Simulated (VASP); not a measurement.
# SnSe2 (P-3m1) in VASP: single point with r2SCAN

Aim: the single point of SnSe2 with r2SCAN.

Program: VASP 6.6.1. These are calculated values, not measurements. Logs are shortened: lines on timing, memory, paths and dates and some standing lists are left out, and cuts for length are marked.

## 1. The cell of the first run

It takes space group P-3m1 (No. 164, trigonal). The conventional cell has a = 3.841 Å, b = 3.841 Å, c = 6.522 Å, α = 90.00°, β = 90.00°, γ = 120.00°. Within 3.6 Å of Sn (site symmetry -3m) lie 6 Se at 2.72 Å. Se (site symmetry 3m) has 3 Sn at 2.72 Å within 3.6 Å.

## 2. Single point, r2SCAN

Input file POSCAR:

```
SnSe2
1.0
    3.8406021438      0.0000000000      0.0000000000
   -1.9203010719      3.3260590223      0.0000000000
    0.0000000000      0.0000000000      6.5218840018
Sn Se
1 2
Direct
    0.0000000000      0.0000000000      0.0000000000
    0.3333333333      0.6666666667      0.2413245459
    0.6666666667      0.3333333333      0.7586754541
```

Input file INCAR.step1:

```
ALGO = Normal
EDIFF = 1E-5
ENCUT = 550
GGA = PE
GGA_COMPAT = False
ISMEAR = 0
LASPH = True
LCHARG = False
LREAL = False
LWAVE = True
NBANDS = 20
NELM = 120
PREC = Accurate
SIGMA = 0.02
```

Input file INCAR.step2:

```
ALGO = Normal
EDIFF = 1E-6
ENCUT = 550
GGA_COMPAT = False
ISIF = 2
ISMEAR = 0
ISTART = 1
LASPH = True
LCHARG = True
LELF = True
LMIXTAU = True
LREAL = False
LVHAR = True
LWAVE = False
METAGGA = R2SCAN
NBANDS = 20
NELM = 120
PREC = Accurate
SIGMA = 0.02
```

Input file KPOINTS:

```
k-points
0
Gamma
  14 14 10
```

Potentials or basis: VASP PAW PBE potentials, release 64 (Sn_d, Se).

Started as:

```sh
$ cat potpaw_PBE.64/Sn_d/POTCAR potpaw_PBE.64/Se/POTCAR > POTCAR
$ cp INCAR.step1 INCAR
$ mpirun -np 1 vasp_std > vasp.out
$ cp INCAR.step2 INCAR
$ mpirun -np 1 vasp_std > vasp.out
```

OUTCAR:

```text
EDIFF = 1E-6
   ENCUT = 550
   ISIF = 2
   ISMEAR = 0
   ISTART = 1
   LASPH = True
   LREAL = False
   METAGGA = R2SCAN
   NELM = 120
   PREC = Accurate

 ion  position               nearest neighbor table
   1  0.000  0.000  0.000-   2 2.72   3 2.72   2 2.72   3 2.72   3 2.72   2 2.72
   2  0.333  0.667  0.241-   1 2.72   1 2.72   1 2.72
   3  0.667  0.333  0.759-   1 2.72   1 2.72   1 2.72

  LATTYP: Found a hexagonal cell.
 ALAT       =     3.8406021438
 C/A-ratio  =     1.6981410096

  Lattice vectors:

 A1 = (   3.8406021438,   0.0000000000,   0.0000000000)
 A2 = (  -1.9203010719,   3.3260590223,   0.0000000000)
 A3 = (   0.0000000000,   0.0000000000,   6.5218840018)

Analysis of symmetry for initial positions (statically):
=====================================================================
 Subroutine PRICEL returns:
 Original cell was already a primitive cell.

 Routine SETGRP: Setting up the symmetry group for a
 hexagonal supercell.

 Subroutine GETGRP returns: Found 12 space group operations
 (whereof 12 operations were pure point group operations)
 out of a pool of 24 trial point group operations.

The static configuration has the point symmetry D_3d.

Analysis of symmetry for dynamics (positions and initial velocities):
=====================================================================
 Subroutine PRICEL returns:
 Original cell was already a primitive cell.

 Routine SETGRP: Setting up the symmetry group for a
 hexagonal supercell.

 Subroutine GETGRP returns: Found 12 space group operations
 (whereof 12 operations were pure point group operations)
 out of a pool of 24 trial point group operations.

The dynamic configuration has the point symmetry D_3d.

 Subroutine INISYM returns: Found 12 space group operations
 (whereof 12 operations are pure point group operations),
 and found     1 'primitive' translations

----------------------------------------------------------------------------------------

                                     Primitive cell

  volume of cell :      83.3110

  direct lattice vectors                    reciprocal lattice vectors
     3.840602144  0.000000000  0.000000000     0.260375838  0.150328060  0.000000000
    -1.920301072  3.326059022  0.000000000     0.000000000  0.300656120  0.000000000
     0.000000000  0.000000000  6.521884002     0.000000000  0.000000000  0.153329927

  length of vectors
     3.840602144  3.840602144  6.521884002     0.300656120  0.300656120  0.153329927

  position of ions in fractional coordinates (direct lattice)
     0.000000000  0.000000000  0.000000000
     0.333333333  0.666666667  0.241324546
     0.666666667  0.333333333  0.758675454

  ion indices of the primitive-cell ions
   primitive index   ion index
                 1           1
                 2           2
                 3           3

----------------------------------------------------------------------------------------

 KPOINTS: k-points

Automatic generation of k-mesh.
 Grid dimensions read from file:
 generate k-points for:   14   14   10

 Generating k-lattice:

  Cartesian coordinates                     Fractional coordinates (reciprocal lattice)
     0.018598274  0.010737719  0.000000000     0.071428571 -0.000000000  0.000000000
     0.000000000  0.021475437  0.000000000     0.000000000  0.071428571  0.000000000
     0.000000000  0.000000000  0.015332993     0.000000000  0.000000000  0.100000000

  Length of vectors
     0.021475437  0.021475437  0.015332993

  Shift w.r.t. Gamma in fractional coordinates (k-lattice)
     0.000000000  0.000000000  0.000000000

 Subroutine IBZKPT returns following result:
 ===========================================

 Found    208 irreducible k-points:

 Following reciprocal coordinates:
            Coordinates               Weight
  0.000000  0.000000  0.000000      1.000000
  0.071429 -0.000000  0.000000      6.000000
  0.142857  0.000000  0.000000      6.000000
  0.214286  0.000000  0.000000      6.000000
  0.285714  0.000000  0.000000      6.000000
  0.357143  0.000000  0.000000      6.000000
[... 16 lines left out ...]
  0.285714  0.285714  0.000000      6.000000
  0.357143  0.285714  0.000000      6.000000
 [... further k-points ...]
   k-points           NKPTS =    208   k-points in BZ     NKDIM =    208   number of bands    NBANDS=     20
   number of dos      NEDOS =    301   number of ions     NIONS =      3
   total plane-waves  NPLWV =  45000
   dimension x,y,z NGX =    30 NGY =   30 NGZ =   50
   dimension x,y,z NGXF=    60 NGYF=   60 NGZF=  100
   ions per type =               1   2
   NGX,Y,Z   is equivalent  to a cutoff of  12.99, 12.99, 12.75 a.u.
   NGXF,Y,Z  is equivalent  to a cutoff of  25.97, 25.97, 25.49 a.u.
 SYSTEM =  unknown system
   PREC   = accura    normal or accurate (medium, high low for compatibility)
   ISTART =      1    job   : 0-new  1-cont  2-samecut
   ICHARG =      0    charge: 1-file 2-atom 10-const
   ISPIN  =      1    spin polarized calculation?
   LNONCOLLINEAR =      F non collinear calculations
   LSORBIT =      F    spin-orbit coupling
   LASPH  =      T    aspherical Exc in radial PAW
   ENCUT  =  550.0 eV  40.42 Ry    6.36 a.u.   7.34  7.34 12.47*2*pi/ulx,y,z
   NELM   =    120;   NELMIN=  2; NELMDL=  0     # of ELM steps
   EDIFF  = 0.1E-05   stopping-criterion for ELM
   LREAL  =      F    real-space projection
   EDIFFG = 0.1E-04   stopping-criterion for IOM
   NSW    =      0    number of steps for IOM
   IBRION =     -1    ionic relax: 0-MD 1-quasi-New 2-CG
   NFREE  =      0    steps in history (QN), initial steepest desc. (CG)
   ISIF   =      2    stress and relaxation
   ISYM   =      2    0-nonsym 1-usesym 2-fastsym
   POTIM  = 0.5000    time-step for ionic-motion
   TEBEG  =    0.0;   TEEND  =   0.0 temperature during run
   PSTRESS=    0.0 pullay stress
   NELECT =      26.0000    total number of electrons
   NUPDOWN=      -1.0000    fix difference up-down
   EMIN   =  10.00;   EMAX   =-10.00  energy-range for DOS
   EFERMI =   0.00;   METHOD = LEGACY
   ISMEAR =     0;   SIGMA  =   0.02  broadening in eV -4-tet -1-fermi 0-gaus
   EFERMI_NEDOS =   21; number of points for ismear=-14 and -15
   IALGO  =     38    algorithm
   IMIX   =      4    mixing-type and parameters
     AMIX     =   0.40;   BMIX     =  1.00
     AMIX_MAG =   1.60;   BMIX_MAG =  1.00
  volume/ion in A,a.u.               =      27.77       187.40
  Fermi-wavevector in a.u.,A,eV,Ry     =   1.110449  2.098444 16.777294  1.233096
  Thomas-Fermi vector in A             =   2.247000
   LORBIT       =      0    0 simple, 1 ext, 2 COOP (PROOUT), +10 PAW based schemes
   METAGGA = R2SCAN    functional components
   LHFCALC =     F    Hartree Fock is set to
   AEXX    =    0.0000 exact exchange contribution
   IVDW    =     0    specifies the selected vdW correction
   LEPSILON=     F    determine dielectric tensor
   LRPA    =     F    only Hartree local field effects (RPA)
 non-spin polarized calculation
 Gauss-broadening in eV      SIGMA  =   0.02
  energy-cutoff  :      550.00
  volume of cell :       83.31
 maximum number of plane-waves:      2467
 NGX is ok and might be reduce to    30
   NGX = 15   NGY = 15   NGZ = 25

 number of electron      25.9999988 magnetization

 Free energy of the ion-electron system (eV)
  ---------------------------------------------------
  ext. energy  EPLUGINS =         0.00000000
  ---------------------------------------------------
  free energy    TOTEN  =       -54.63998736 eV

  energy without entropy =      -54.63998736  energy(sigma->0) =      -54.63998736

 E-fermi :   3.1133     XC(G=0):  -9.5893

 val. band max:        3.0320601535   @ k =   0.1429   0.0000   0.1000
 cond. band min:       4.0456709132   @ k =   0.5000   0.0000   0.4000
 fundamental gap:      1.0136107597
 Fermi energy:         3.1132577163

 k-point     1 :       0.0000    0.0000    0.0000
  band No.  band energies     occupation
      1     -18.7757      2.00000
      2     -18.7757      2.00000
      3     -18.7209      2.00000
      4     -18.7137      2.00000
      5     -18.7137      2.00000
      6     -11.0579      2.00000
[... 12 lines left out ...]
     19      12.5830      0.00000
     20      12.5830      0.00000

 k-point     2 :       0.0714   -0.0000    0.0000
  band No.  band energies     occupation
      1     -18.7781      2.00000
      2     -18.7740      2.00000
      3     -18.7196      2.00000
      4     -18.7147      2.00000
      5     -18.7133      2.00000
      6     -11.0072      2.00000
[... 12 lines left out ...]
     19      12.0233      0.00000
     20      12.6704      0.00000

 k-point     3 :       0.1429    0.0000    0.0000
  band No.  band energies     occupation
      1     -18.7855      2.00000
      2     -18.7697      2.00000
      3     -18.7188      2.00000
      4     -18.7144      2.00000
      5     -18.7119      2.00000
      6     -10.8576      2.00000
[... 12 lines left out ...]
     19      12.0086      0.00000
     20      12.7136      0.00000

 k-point     4 :       0.2143    0.0000    0.0000
  band No.  band energies     occupation
      1     -18.7967      2.00000
      2     -18.7644      2.00000
      3     -18.7226      2.00000
      4     -18.7090      2.00000
      5     -18.7082      2.00000
      6     -10.6177      2.00000
[... 12 lines left out ...]
     19      11.9504      0.00000
     20      12.8100      0.00000

 k-point     5 :       0.2857    0.0000    0.0000
  band No.  band energies     occupation
      1     -18.8097      2.00000
      2     -18.7599      2.00000
      3     -18.7268      2.00000
      4     -18.7042      2.00000
      5     -18.7009      2.00000
      6     -10.3054      2.00000
[... 12 lines left out ...]
     19      12.2564      0.00000
     20      12.8160      0.00000
[... 353 lines left out ...]
      6      -9.5519      2.00000
[... 12 lines left out ...]
     19      11.4868      0.00000
     20      13.0494      0.00000

 k-point    22 :       0.3571    0.2143    0.0000
  band No.  band energies     occupation
      1     -18.8141      2.00000
      2     -18.7756      2.00000
      3     -18.7220      2.00000
      4     -18.7023      2.00000
      5     -18.6893      2.00000
      6      -9.3049      2.00000
[... 12 lines left out ...]
     19      12.3361      0.00000
     20      13.0967      0.00000

 k-point    23 :       0.2857    0.2857    0.0000
  band No.  band energies     occupation
      1     -18.8075      2.00000
      2     -18.7823      2.00000
      3     -18.7174      2.00000
      4     -18.7068      2.00000
      5     -18.6895      2.00000
      6      -9.2857      2.00000
[... 12 lines left out ...]
     19      11.5860      0.00000
     20      12.7801      0.00000

 k-point    24 :       0.3571    0.2857    0.0000
  band No.  band energies     occupation
      1     -18.8031      2.00000
      2     -18.7880      2.00000
      3     -18.7150      2.00000
      4     -18.7072      2.00000
      5     -18.6904      2.00000
      6      -9.1313      2.00000
[... 12 lines left out ...]
     19      12.0951      0.00000
     20      12.4753      0.00000

 [... further k-points ...]
[... 5 lines left out ...]
  --------------------------------------------------------------------------------------
  -------------------------------------------------------------------------------------
  Total        0.0277031      0.0277031      0.0300532      0.0000000      0.0000000      0.0000000
  in kB        0.5327657      0.5327657      0.5779620      0.0000000      0.0000000      0.0000000
  external PRESSURE =       0.5478311 kB  Pullay stress =       0.0000000 kB

 VOLUME and BASIS-vectors are now :
 -----------------------------------------------------------------------------
  energy-cutoff  :      550.00
  volume of cell :       83.31
      direct lattice vectors                 reciprocal lattice vectors
     3.840602144  0.000000000  0.000000000     0.260375838  0.150328060  0.000000000
    -1.920301072  3.326059022  0.000000000     0.000000000  0.300656120  0.000000000
     0.000000000  0.000000000  6.521884002     0.000000000  0.000000000  0.153329927

 POSITION                                       TOTAL-FORCE (eV/Angst)
 -----------------------------------------------------------------------------------
      0.00000      0.00000      0.00000         0.000000      0.000000      0.000000
     -0.00000      2.21737      1.57389         0.000000     -0.000000      0.011981
      1.92030      1.10869      4.94799        -0.000000      0.000000     -0.011981
 -----------------------------------------------------------------------------------
    total drift:                                0.000000      0.000000      0.000000

  FREE ENERGIE OF THE ION-ELECTRON SYSTEM (eV)
  ---------------------------------------------------
  free  energy   TOTEN  =       -54.6399873645 eV

  energy  without entropy=      -54.6399873645  energy(sigma->0) =      -54.63998736
```

It took 32 min on 1 thread of Intel Xeon 8259CL, shared host; peak memory 0.49 GiB.

Results:

* Free energy: -54.6400 eV
* Pressure: 0.1 GPa
* Largest force: 0.012 eV/Å
* Band gap on the k mesh: 1.01 eV (least direct gap 1.46 eV)

Forces on the atoms (eV/Å):
```
Sn   0.000  0.000  0.000
Se   0.000  0.000  0.012
Se   0.000  0.000 -0.012
```

Caveat: the PAW data sets were made with another functional, which shifts forces and pressure a little; spin-orbit coupling is left out, which moves the levels of the heavy elements.
